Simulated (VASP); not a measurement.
Here is a VASP 6.6.1 calculation.

Contents of INCAR:

```
PREC = Accurate
ENCUT = 600
EDIFF = 1E-6
ISMEAR = 0
SIGMA = 0.2
LREAL = F
LASPH = T
NELM = 80
ALGO = Normal
ISIF = 3
LWAVE = F
LCHARG = F
GGA = PE
IBRION = 2
NSW = 36
EDIFFG = -0.08
```

Contents of KPOINTS:

```
regular mesh
0
Gamma
  5 5 2
```

File POSCAR:

```
SbSe5
1.0
    3.9500000000      0.0000000000      0.0000000000
   -1.9750000000      3.4208003400      0.0000000000
    0.0000000000      0.0000000000     12.0800000000
Sb Se
1 5
Direct
    0.0000000000      0.0000000000      0.0000000000
    0.3333333300      0.6666666700      0.1550000000
    0.6666666700      0.3333333300      0.8450000000
    0.3333333300      0.6666666700      0.6650000000
    0.0000000000      0.0000000000      0.5000000000
    0.6666666700      0.3333333300      0.3350000000
```

Potentials or basis: VASP PAW PBE potentials, release 64 (Sb, Se).

Command:

```bash
$ cat potpaw_PBE.64/Sb/POTCAR potpaw_PBE.64/Se/POTCAR > POTCAR
$ mpirun -np 1 vasp_std > vasp.out
```

**Question.** Predict the relaxed cell.

**Answer.** a = 3.985 Å, b = 3.985 Å, c = 10.750 Å, α = 90.00°, β = 90.00°, γ = 120.00°.

**Question.** Predict the space group after relaxing (to 0.05 Å).

**Answer.** P-3m1 (No. 164).

**Question.** Predict the relaxed volume.

**Answer.** 24.64 Å³/atom.

Forces on the atoms (eV/Å):
```
Sb   0.000  0.000  0.000
Se   0.000  0.000 -0.031
Se   0.000  0.000  0.031
Se   0.000  0.000 -0.061
Se   0.000  0.000  0.000
Se   0.000  0.000  0.061
```

Caveat: the k points lie up to 0.36 Å⁻¹ apart in the final cell; the relaxation stopped at a loose force limit of 0.08 eV/Å, so its end isn't a converged minimum.
